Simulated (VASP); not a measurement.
# Mo (Im-3m) in VASP: further runs, part 2 of 2

VASP 6.6.1. The steps go on from the part before.

**4. Single point, PBE**

This run uses another cell than the first one, of 15.78 Å³/atom, 1.022 times its volume.

File INCAR:

```
PREC     = Accurate       # precision mode
ENCUT    = 500            # plane-wave cutoff, eV
EDIFF    = 1E-6           # SCF threshold, eV
ISMEAR   = 1              # smearing method
SIGMA    = 0.15           # smearing width, eV
LREAL    = False          # projectors in reciprocal space
LASPH    = True           # aspherical terms in the spheres
NELM     = 120            # most SCF steps
ALGO     = Normal         # electronic algorithm
ISIF     = 2              # what is computed and relaxed
LWAVE    = False          # write WAVECAR
LCHARG   = False          # write CHGCAR
GGA      = PE             # functional
NBANDS   = 13             # bands
GGA_COMPAT= False
```

File KPOINTS:

```
regular mesh
0
Gamma
  12 12 12
```

File POSCAR:

```
Mo
1.0
    2.7366040453     -0.0000000152     -0.0000000262
   -0.9122013342      2.5800950422     -0.0000000262
   -0.9122013342     -1.2900474832      2.2344278726
Mo
1
Direct
    0.0000000000      0.0000000000      0.0000000000
```

Potentials or basis: VASP PAW PBE potentials, release 64 (Mo_sv).

Command:

```bash
cat potpaw_PBE.64/Mo_sv/POTCAR > POTCAR
mpirun -np 1 vasp_std > vasp.out
```

OUTCAR:

```text
PREC = Accurate
   ENCUT = 500
   EDIFF = 1E-6
   ISMEAR = 1
   LREAL = False
   LASPH = True
   NELM = 120
   ISIF = 2
   GGA = PE

 ion  position               nearest neighbor table
   1  0.000  0.000  0.000-

  LATTYP: Found a body centered cubic cell.
 ALAT       =     3.1599581645

  Lattice vectors:

 A1 = (   2.7366040453,  -0.0000000152,  -0.0000000262)
 A2 = (  -0.9122013342,   2.5800950422,  -0.0000000262)
 A3 = (  -0.9122013342,  -1.2900474832,   2.2344278726)

Analysis of symmetry for initial positions (statically):
=====================================================================
 Subroutine PRICEL returns:
 Original cell was already a primitive cell.

 Routine SETGRP: Setting up the symmetry group for a
 body centered cubic supercell.

 Subroutine GETGRP returns: Found 48 space group operations
 (whereof 48 operations were pure point group operations)
 out of a pool of 48 trial point group operations.

The static configuration has the point symmetry O_h .

Analysis of symmetry for dynamics (positions and initial velocities):
=====================================================================
 Subroutine PRICEL returns:
[... 170 lines left out ...]
      7      11.1006      2.00000
      8      11.1006      2.00000
      9      14.0915     -0.00000
     10      14.0915     -0.00000
     11      27.2635      0.00000
     12      27.2635      0.00000
     13      27.2635      0.00000
[... 354 lines left out ...]
  band No.  band energies     occupation
      1     -48.5729      2.00000
      2     -23.3910      2.00000
      3     -22.6189      2.00000
      4     -22.2222      2.00000
      5       7.7477      2.00000
      6       9.0811      2.00000
      7      12.7506     -0.00455
      8      14.2767     -0.00000
      9      14.7664     -0.00000
     10      18.7380      0.00000
     11      23.3844      0.00000
     12      24.9204      0.00000
     13      28.3576      0.00000

 [... further k-points ...]

------------------------ aborting loop because EDIFF is reached ----------------------------------------

  FORCE on cell =-STRESS in cart. coord.  units (eV):
  Direction    XX          YY          ZZ          XY          YZ          ZX
  --------------------------------------------------------------------------------------
  -------------------------------------------------------------------------------------
  Total        0.0538434      0.0538434      0.0538434     -0.0000000      0.0000000     -0.0000000
  in kB        5.4680053      5.4680053      5.4680053     -0.0000000      0.0000000     -0.0000000
  external PRESSURE =       5.4680053 kB  Pullay stress =       0.0000000 kB

 VOLUME and BASIS-vectors are now :
 -----------------------------------------------------------------------------
  energy-cutoff  :      500.00
  volume of cell :       15.78
      direct lattice vectors                 reciprocal lattice vectors
     2.736604045 -0.000000015 -0.000000026     0.365416403  0.129194208  0.223770926
    -0.912201334  2.580095042 -0.000000026     0.000000004  0.387582625  0.223770926
    -0.912201334 -1.290047483  2.234427873     0.000000004  0.000000006  0.447541863

 POSITION                                       TOTAL-FORCE (eV/Angst)
 -----------------------------------------------------------------------------------
      0.00000      0.00000      0.00000         0.000000      0.000000      0.000000
 -----------------------------------------------------------------------------------
    total drift:                               -0.000000      0.000000     -0.000000

  FREE ENERGIE OF THE ION-ELECTRON SYSTEM (eV)
  ---------------------------------------------------
  free  energy   TOTEN  =       -10.9503220788 eV

  energy  without entropy=      -10.9502708211  energy(sigma->0) =      -10.95030499
```

OSZICAR:

```text
N       E                     dE             d eps       ncg     rms          rms(c)
DAV:   1     0.895770794179E+02    0.89577E+02   -0.78425E+03  1880   0.107E+03
DAV:   2    -0.104938126685E+02   -0.10007E+03   -0.96485E+02  2177   0.306E+02
DAV:   3    -0.116017464362E+02   -0.11079E+01   -0.11046E+01  2092   0.323E+01
DAV:   4    -0.116042551682E+02   -0.25087E-02   -0.25087E-02  2087   0.186E+00
DAV:   5    -0.116042713720E+02   -0.16204E-04   -0.16202E-04  2117   0.133E-01    0.144E+01
DAV:   6    -0.110352199016E+02    0.56905E+00   -0.71391E-01  1922   0.103E+01    0.391E+00
DAV:   7    -0.109541443980E+02    0.81076E-01   -0.14802E-01  2062   0.449E+00    0.980E-01
DAV:   8    -0.109502429733E+02    0.39014E-02   -0.39928E-03  1932   0.804E-01    0.201E-01
DAV:   9    -0.109503129216E+02   -0.69948E-04   -0.97338E-05  2177   0.120E-01    0.843E-02
DAV:  10    -0.109503216098E+02   -0.86881E-05   -0.12727E-05  1927   0.417E-02    0.815E-03
DAV:  11    -0.109503220788E+02   -0.46908E-06   -0.12971E-07  1126   0.388E-03
   1 F= -.10950322E+02 E0= -.10950305E+02  d E =-.512578E-04
```

Wall time 22 s (1 thread of AMD EPYC 7R13, shared host); peak memory 0.1 GiB.

Results:

| Quantity | Value |
| --- | --- |
| Free energy | -10.9503 eV |
| Pressure | 0.5 GPa |
| Band gap on the k mesh | zero (band 7 reaches 16.37 eV, above the bottom of band 8 at 11.10 eV) |

Levels at points of the mesh, in eV from the Fermi level:
```tsv
k point	band 3	band 4	band 5	band 6	band 7	band 8	band 9	band 10	band 11	band 12
(0.00, 0.00, 0.00)	-34.52	-34.52	-7.16	-1.30	-1.30	-1.30	1.69	1.69	14.86	14.86
(0.50, 0.00, 0.00)	-34.95	-34.53	-5.22	-3.31	1.64	1.72	2.34	4.73	11.55	11.99
(0.50, 0.50, 0.50)	-35.46	-35.46	-5.32	-5.32	3.98	3.98	3.98	9.04	9.04	9.04
```

**5. Single point, PBE**

This run uses another cell than the first one, of 15.66 Å³/atom, 1.014 times its volume.

File INCAR:

```
SYSTEM = Mo
PREC = Accurate
ENCUT = 500
EDIFF = 1E-6
ISMEAR = 1
SIGMA = 0.15
LREAL = .False.
LASPH = .True.
NELM = 120
ALGO = Normal
ISIF = 2
LWAVE = .False.
LCHARG = .False.
GGA = PE
NBANDS = 13
GGA_COMPAT = .False.
```

File KPOINTS:

```
regular mesh
0
Gamma
  12 12 12
  0 0 0
```

File POSCAR:

```
Mo
1.0
    2.7298634822     -0.0000000151     -0.0000000262
   -0.9099544798      2.5737399783     -0.0000000262
   -0.9099544798     -1.2868699514      2.2289242258
Mo
1
Direct
    0.0000000000      0.0000000000      0.0000000000
```

Command:

```bash
cat potpaw_PBE.64/Mo_sv/POTCAR > POTCAR
mpirun -np 1 vasp_std > vasp.out
```

Wall time 26 s (1 thread of AMD EPYC 7R13, shared host); peak memory 0.1 GiB.

It converged, with:

| Quantity | Value |
| --- | --- |
| Free energy | -10.9492 eV |
| Pressure | 2.5 GPa |
| Band gap on the k mesh | zero (band 7 reaches 16.54 eV, above the bottom of band 8 at 11.20 eV) |

Levels at points of the mesh, in eV from the Fermi level:
```csv
k point,band 5,band 6,band 7,band 8,band 9,band 10
"(0.00, 0.00, 0.00)",-7.18,-1.31,-1.31,-1.31,1.71,1.71
"(0.50, 0.00, 0.00)",-5.26,-3.34,1.67,1.73,2.36,4.78
"(0.50, 0.50, 0.50)",-5.38,-5.38,4.02,4.02,4.02,9.10
```

**6. Single point, PBE**

This run uses another cell than the first one, of 15.55 Å³/atom, 1.007 times its volume.

File INCAR:

```
PREC = Accurate
ENCUT = 500
EDIFF = 1E-6
ISMEAR = 1
SIGMA = 0.15
LREAL = False
LASPH = True
NELM = 120
ALGO = Normal
ISIF = 2
LWAVE = False
LCHARG = False
GGA = PE
NBANDS = 13
GGA_COMPAT = False
```

File KPOINTS:

```
Automatic mesh
0
Gamma
  12 12 12
```

File POSCAR:

```
Mo
1.0
    2.7232090725     -0.0000000151     -0.0000000261
   -0.9077363433      2.5674661407     -0.0000000261
   -0.9077363433     -1.2837330327      2.2234909230
Mo
1
Direct
    0.0000000000      0.0000000000      0.0000000000
```

Potentials or basis: VASP PAW PBE potentials, release 64 (Mo_sv).

Command:

```bash
cat potpaw_PBE.64/Mo_sv/POTCAR > POTCAR
mpirun -np 1 vasp_std > vasp.out
```

OUTCAR:

```text
PREC = Accurate
   ENCUT = 500
   EDIFF = 1E-6
   ISMEAR = 1
   LREAL = False
   LASPH = True
   NELM = 120
   ISIF = 2
   GGA = PE

 ion  position               nearest neighbor table
   1  0.000  0.000  0.000-

  LATTYP: Found a body centered cubic cell.
 ALAT       =     3.1444909822

  Lattice vectors:

 A1 = (   2.7232090725,  -0.0000000151,  -0.0000000261)
 A2 = (  -0.9077363433,   2.5674661407,  -0.0000000261)
 A3 = (  -0.9077363433,  -1.2837330327,   2.2234909230)

[... 561 lines left out ...]
     13      28.7953      0.00000

 [... further k-points ...]

------------------------ aborting loop because EDIFF is reached ----------------------------------------

  FORCE on cell =-STRESS in cart. coord.  units (eV):
  Direction    XX          YY          ZZ          XY          YZ          ZX
  --------------------------------------------------------------------------------------
  -------------------------------------------------------------------------------------
  Total        0.4425581      0.4425581      0.4425581     -0.0000000     -0.0000000     -0.0000000
  in kB       45.6099761     45.6099761     45.6099761     -0.0000000     -0.0000000     -0.0000000
  external PRESSURE =      45.6099761 kB  Pullay stress =       0.0000000 kB

 VOLUME and BASIS-vectors are now :
 -----------------------------------------------------------------------------
  energy-cutoff  :      500.00
  volume of cell :       15.55
      direct lattice vectors                 reciprocal lattice vectors
     2.723209072 -0.000000015 -0.000000026     0.367213821  0.129829691  0.224871615
    -0.907736343  2.567466141 -0.000000026     0.000000004  0.389489074  0.224871615
    -0.907736343 -1.283733033  2.223490923     0.000000004  0.000000006  0.449743240

 POSITION                                       TOTAL-FORCE (eV/Angst)
 -----------------------------------------------------------------------------------
      0.00000      0.00000      0.00000         0.000000     -0.000000      0.000000
 -----------------------------------------------------------------------------------
    total drift:                               -0.000000      0.000000     -0.000000

  FREE ENERGIE OF THE ION-ELECTRON SYSTEM (eV)
  ---------------------------------------------------
  free  energy   TOTEN  =       -10.9466268674 eV

  energy  without entropy=      -10.9466428944  energy(sigma->0) =      -10.94663221
```

OSZICAR:

```text
N       E                     dE             d eps       ncg     rms          rms(c)
DAV:   1     0.916627785928E+02    0.91663E+02   -0.79035E+03  1880   0.107E+03
DAV:   2    -0.104454987705E+02   -0.10211E+03   -0.98572E+02  2192   0.307E+02
DAV:   3    -0.115854980507E+02   -0.11400E+01   -0.11378E+01  2097   0.324E+01
DAV:   4    -0.115880278642E+02   -0.25298E-02   -0.25298E-02  2097   0.188E+00
DAV:   5    -0.115880442916E+02   -0.16427E-04   -0.16427E-04  2137   0.133E-01    0.149E+01
DAV:   6    -0.110322955273E+02    0.55575E+00   -0.68788E-01  1932   0.102E+01    0.417E+00
DAV:   7    -0.109504058527E+02    0.81890E-01   -0.14995E-01  2062   0.456E+00    0.957E-01
DAV:   8    -0.109465543107E+02    0.38515E-02   -0.42137E-03  1932   0.804E-01    0.192E-01
DAV:   9    -0.109466179621E+02   -0.63651E-04   -0.96904E-05  2172   0.121E-01    0.827E-02
DAV:  10    -0.109466263518E+02   -0.83897E-05   -0.13167E-05  1937   0.431E-02    0.783E-03
DAV:  11    -0.109466268674E+02   -0.51558E-06   -0.11496E-07  1081   0.370E-03
   1 F= -.10946627E+02 E0= -.10946632E+02  d E =0.160270E-04
```

Wall time 22 s (1 thread of AMD EPYC 7R13, shared host); peak memory 0.1 GiB.

Results:

```yaml
Free_energy: -10.9466 eV
Pressure: 4.6 GPa
Band_gap_on_the_k_mesh: zero (band 7 reaches 16.69 eV, above the bottom of band 8 at 11.31 eV)
```

Levels at points of the mesh, in eV from the Fermi level:
```
           k point  band 5  band 6  band 7  band 8  band 9  band 10
(0.00, 0.00, 0.00)   -7.20   -1.32   -1.32   -1.32    1.72     1.72
(0.50, 0.00, 0.00)   -5.31   -3.38    1.70    1.75    2.39     4.83
(0.50, 0.50, 0.50)   -5.43   -5.43    4.06    4.06    4.06     9.16
```

**7. Summary**

```csv
cell,gap on the mesh (eV),pressure (GPa)
"a = 2.717 Å, angles 109.5°, 1 atom",none,6.6
"a = 2.711 Å, angles 109.5°, 1 atom",none,8.6
"a = 2.737 Å, angles 109.5°, 1 atom",none,0.5
"a = 2.730 Å, angles 109.5°, 1 atom",none,2.5
"a = 2.723 Å, angles 109.5°, 1 atom",none,4.6
```

Alike in all rows: task single point; level PBE; potentials or basis VASP PAW PBE potentials, release 64 (Mo_sv); no spin polarisation; k mesh 12 × 12 × 12; cutoff (eV) 500; smearing methfessel-paxton 0.15 eV.

Absolute energies hang on the potentials; compare differences alone.
